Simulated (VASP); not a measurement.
# Ge (R-3m) in VASP: a series of runs, part 2 of 2

VASP 6.6.1.

## Step 4: Single point, PBEsol

This run uses another cell than the first one, of the same volume but with other edges.

Input file INCAR:

```
SYSTEM = Ge
PREC     = Accurate       ! precision mode
ENCUT    = 520            ! plane-wave cutoff, eV
EDIFF    = 1E-6           ! SCF threshold, eV
ISMEAR   = 0              ! smearing method
SIGMA    = 0.15           ! smearing width, eV
LREAL    = .False.        ! projectors in reciprocal space
LASPH    = .True.         ! aspherical terms in the spheres
NELM     = 60             ! most SCF steps
ALGO     = Normal         ! electronic algorithm
ISIF     = 2              ! what is computed and relaxed
LWAVE    = .False.        ! write WAVECAR
LCHARG   = .False.        ! write CHGCAR
GGA      = PS             ! functional
NBANDS   = 21             ! bands
```

Input file KPOINTS:

```
Automatic mesh
0
Gamma
  16 16 16
  0 0 0
```

Input file POSCAR:

```
Ge
1.0
   -1.1880089561      2.3760179122      2.3760179122
    2.3760179122     -1.1880089561      2.3760179122
    2.3760179122      2.3760179122     -1.1880089561
Ge
2
Direct
    0.5000000000      0.5000000000      0.5000000000
    0.7500000000      0.7500000000      0.7500000000
```

Potentials or basis: VASP PAW PBE potentials, release 64 (Ge_d).

Run with:

```
$ cat potpaw_PBE.64/Ge_d/POTCAR > POTCAR
$ mpirun -np 1 vasp_std > vasp.out
```

OUTCAR:

```text
SYSTEM = Ge
   PREC = Accurate
   ENCUT = 520
   EDIFF = 1E-6
   ISMEAR = 0
   LREAL = .False.
   LASPH = .True.
   NELM = 60
   ISIF = 2
   GGA = PS

 ion  position               nearest neighbor table
   1  0.500  0.500  0.500-   2 1.54
   2  0.750  0.750  0.750-   1 1.54

  LATTYP: Found a simple cubic cell.
 ALAT       =     3.5640268683

  Lattice vectors:

 A1 = (  -1.1880089561,   2.3760179122,   2.3760179122)
 A2 = (   2.3760179122,  -1.1880089561,   2.3760179122)
 A3 = (   2.3760179122,   2.3760179122,  -1.1880089561)

Analysis of symmetry for initial positions (statically):
=====================================================================
 Subroutine PRICEL returns:
 Original cell was already a primitive cell.

 Routine SETGRP: Setting up the symmetry group for a
 simple cubic supercell.

 Subroutine GETGRP returns: Found 12 space group operations
 (whereof  6 operations were pure point group operations)
 out of a pool of 48 trial point group operations.

The static configuration has the point symmetry C_3v.
 The point group associated with its full space group is D_3d.

Analysis of symmetry for dynamics (positions and initial velocities):
=====================================================================
 Subroutine PRICEL returns:
 Original cell was already a primitive cell.

 Routine SETGRP: Setting up the symmetry group for a
 simple cubic supercell.

 Subroutine GETGRP returns: Found 12 space group operations
 (whereof  6 operations were pure point group operations)
 out of a pool of 48 trial point group operations.

The dynamic configuration has the point symmetry C_3v.
 The point group associated with its full space group is D_3d.

 Subroutine INISYM returns: Found 12 space group operations
 (whereof  6 operations are pure point group operations),
 and found     1 'primitive' translations

----------------------------------------------------------------------------------------

                                     Primitive cell

  volume of cell :      45.2713
[... 101 lines left out ...]
   NUPDOWN=      -1.0000    fix difference up-down
   EMIN   =  10.00;   EMAX   =-10.00  energy-range for DOS
   EFERMI =   0.00;   METHOD = LEGACY
   ISMEAR =     0;   SIGMA  =   0.15  broadening in eV -4-tet -1-fermi 0-gaus
   EFERMI_NEDOS =   21; number of points for ismear=-14 and -15
   IALGO  =     38    algorithm
   IMIX   =      4    mixing-type and parameters
     AMIX     =   0.40;   BMIX     =  1.00
     AMIX_MAG =   1.60;   BMIX_MAG =  1.00
  volume/ion in A,a.u.               =      22.64       152.75
  Fermi-wavevector in a.u.,A,eV,Ry     =   1.394825  2.635838 26.470653  1.945538
  Thomas-Fermi vector in A             =   2.518337
   LORBIT       =      0    0 simple, 1 ext, 2 COOP (PROOUT), +10 PAW based schemes
   GGA     = PS    functional components
   LHFCALC =     F    Hartree Fock is set to
   AEXX    =    0.0000 exact exchange contribution
   IVDW    =     0    specifies the selected vdW correction
   LEPSILON=     F    determine dielectric tensor
   LRPA    =     F    only Hartree local field effects (RPA)
 non-spin polarized calculation
 Gauss-broadening in eV      SIGMA  =   0.15
  energy-cutoff  :      520.00
  volume of cell :       45.27
 maximum number of plane-waves:      1245
   NGX = 13   NGY = 13   NGZ = 13

 number of electron      27.9999984 magnetization

 Free energy of the ion-electron system (eV)
  ---------------------------------------------------
  ext. energy  EPLUGINS =         0.00000000
  ---------------------------------------------------
  free energy    TOTEN  =         3.69941104 eV

  energy without entropy =        3.71350006  energy(sigma->0) =        3.70645555

 E-fermi :   4.4106     XC(G=0): -10.0584

 val. band max:        4.4073352193   @ k =   0.5000   0.1250   0.0625
 cond. band min:       4.4108788018   @ k =   0.3750   0.3750   0.1250
 fundamental gap:      0.0035435825
 Fermi energy:         4.4106148779

 k-point     1 :       0.0000    0.0000    0.0000
  band No.  band energies     occupation
      1     -24.1134      2.00000
      2     -22.7812      2.00000
      3     -22.7812      2.00000
      4     -21.2919      2.00000
      5     -21.2919      2.00000
      6     -20.8722      2.00000
[... 565 lines left out ...]
     20      13.4528      0.00000
     21      17.9472      0.00000

 [... further k-points ...]
[... 5 lines left out ...]
  --------------------------------------------------------------------------------------
  -------------------------------------------------------------------------------------
  Total       23.3838091     23.3838091     23.3838091     24.2290950     24.2290950     24.2290950
  in kB      827.5665541    827.5665541    827.5665541    857.4817139    857.4817139    857.4817139
  external PRESSURE =     827.5665541 kB  Pullay stress =       0.0000000 kB

 VOLUME and BASIS-vectors are now :
 -----------------------------------------------------------------------------
  energy-cutoff  :      520.00
  volume of cell :       45.27
      direct lattice vectors                 reciprocal lattice vectors
    -1.188008956  2.376017912  2.376017912    -0.093527166  0.187054332  0.187054332
     2.376017912 -1.188008956  2.376017912     0.187054332 -0.093527166  0.187054332
     2.376017912  2.376017912 -1.188008956     0.187054332  0.187054332 -0.093527166

 POSITION                                       TOTAL-FORCE (eV/Angst)
 -----------------------------------------------------------------------------------
      1.78201      1.78201      1.78201       -26.794446    -26.794446    -26.794446
      2.67302      2.67302      2.67302        26.794446     26.794446     26.794446
 -----------------------------------------------------------------------------------
    total drift:                                0.000000      0.000000      0.000000

  FREE ENERGIE OF THE ION-ELECTRON SYSTEM (eV)
  ---------------------------------------------------
  free  energy   TOTEN  =         3.6994110432 eV

  energy  without entropy=        3.7135000587  energy(sigma->0) =        3.70645555
```

OSZICAR:

```text
N       E                     dE             d eps       ncg     rms          rms(c)
DAV:   1     0.217763647366E+03    0.21776E+03   -0.14862E+04 19695   0.373E+03
DAV:   2     0.338522625922E+02   -0.18391E+03   -0.17812E+03 17584   0.650E+02
DAV:   3     0.407995323968E+01   -0.29772E+02   -0.29544E+02 20087   0.155E+02
DAV:   4     0.287548186698E+01   -0.12045E+01   -0.12036E+01 19724   0.355E+01
DAV:   5     0.284969654227E+01   -0.25785E-01   -0.25785E-01 19885   0.556E+00    0.607E+00
DAV:   6     0.355480008994E+01    0.70510E+00   -0.79844E-01 21610   0.648E+00    0.300E+00
DAV:   7     0.369115862837E+01    0.13636E+00   -0.32457E-01 22270   0.353E+00    0.683E-01
DAV:   8     0.369894273795E+01    0.77841E-02   -0.34396E-02 20484   0.139E+00    0.219E-01
DAV:   9     0.369941848498E+01    0.47575E-03   -0.27789E-03 19762   0.574E-01    0.100E-01
DAV:  10     0.369941173267E+01   -0.67523E-05   -0.18469E-04 24165   0.176E-01    0.386E-02
DAV:  11     0.369940833360E+01   -0.33991E-05   -0.37172E-05 19817   0.715E-02    0.109E-02
DAV:  12     0.369941038829E+01    0.20547E-05   -0.19849E-06 16000   0.194E-02    0.604E-03
DAV:  13     0.369941104320E+01    0.65492E-06   -0.25833E-06 18159   0.120E-02
   1 F= 0.36994110E+01 E0= 0.37064556E+01  d E =-.140890E-01
```

It took 4.5 min on 1 thread of Intel Xeon 6975P-C, shared host; peak memory 0.4 GiB.

Results:

```yaml
Free_energy: 3.6994 eV
Pressure: 82.8 GPa
Largest_force: 46.409 eV/Å
Band_gap_on_the_k_mesh: zero (band 14 reaches 5.00 eV, above the bottom of band 15 at 3.48 eV)
```

Forces on the atoms (eV/Å):
```
Ge  -26.794 -26.794 -26.794
Ge   26.794  26.794  26.794
```

Caveat: the PAW data sets were made with another functional, which shifts forces and pressure a little.

## Step 5: Summary

```csv
cell,gap on the mesh (eV),pressure (GPa),largest force (eV/Å)
"a = 3.910 Å, angles 63.2°, 2 atoms",none,1.1,0.93
"a = 4.110 Å, angles 56.6°, 2 atoms",none,1.4,0.58
"a = 3.564 Å, 2 atoms",none,82.8,46.41
```

Alike in all rows: task single point; level PBEsol; potentials or basis VASP PAW PBE potentials, release 64 (Ge_d); no spin polarisation; k mesh 16 × 16 × 16; cutoff (eV) 520; smearing gaussian 0.15 eV.

Caveats: the PAW data sets were made with another functional, which shifts forces and pressure a little.

Absolute energies hang on the potentials; compare differences alone.
